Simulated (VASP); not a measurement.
Here is a VASP 6.6.1 calculation.

File INCAR:

```
SYSTEM = GaSe
PREC = Accurate ; ENCUT = 500
EDIFF = 1E-6 ; ISMEAR = 0
SIGMA = 0.02 ; LREAL = .False.
LASPH = .True. ; NELM = 120
ALGO = Normal ; ISIF = 2
LWAVE = .False. ; LCHARG = .True.
GGA = PS ; LELF = .True.
LVHAR = .True. ; NBANDS = 48
GGA_COMPAT = .False.
```

KPOINTS

```
Automatic mesh
0
Gamma
  9 9 2
  0 0 0
```

POSCAR

```
GaSe
1.0
    3.7461210068      0.0000000000      0.0000000000
   -1.8730605034      3.2442359575      0.0000000000
    0.0000000000      0.0000000000     16.3515386547
Ga Se
4 4
Direct
    0.3333333333      0.6666666667      0.1756492624
    0.6666666667      0.3333333333      0.6756492624
    0.3333333333      0.6666666667      0.3243507376
    0.6666666667      0.3333333333      0.8243507376
    0.3333333333      0.6666666667      0.6039523845
    0.6666666667      0.3333333333      0.1039523845
    0.3333333333      0.6666666667      0.8960476155
    0.6666666667      0.3333333333      0.3960476155
```

Potentials or basis: VASP PAW PBE potentials, release 64 (Ga_d, Se).

Run with:

```bash
$ cat potpaw_PBE.64/Ga_d/POTCAR potpaw_PBE.64/Se/POTCAR > POTCAR
$ mpirun -np 1 vasp_std > vasp.out
```

Estimate the pressure.

0.1 GPa.

What does it give for the largest force?

0.020 eV/Å.

Estimate the band gap on the k mesh.

1.03 eV.

Forces on the atoms (eV/Å):
```
Ga   0.000  0.000  0.020
Ga   0.000  0.000  0.020
Ga   0.000  0.000 -0.020
Ga   0.000  0.000 -0.020
Se   0.000  0.000 -0.020
Se   0.000  0.000 -0.020
Se   0.000  0.000  0.020
Se   0.000  0.000  0.020
```

Caveat: the PAW data sets were made with another functional, which shifts forces and pressure a little; this functional lacks dispersion, which binds layers or chains, so the pressure and a relaxed spacing across them are unreliable. A k mesh can miss the band edges.
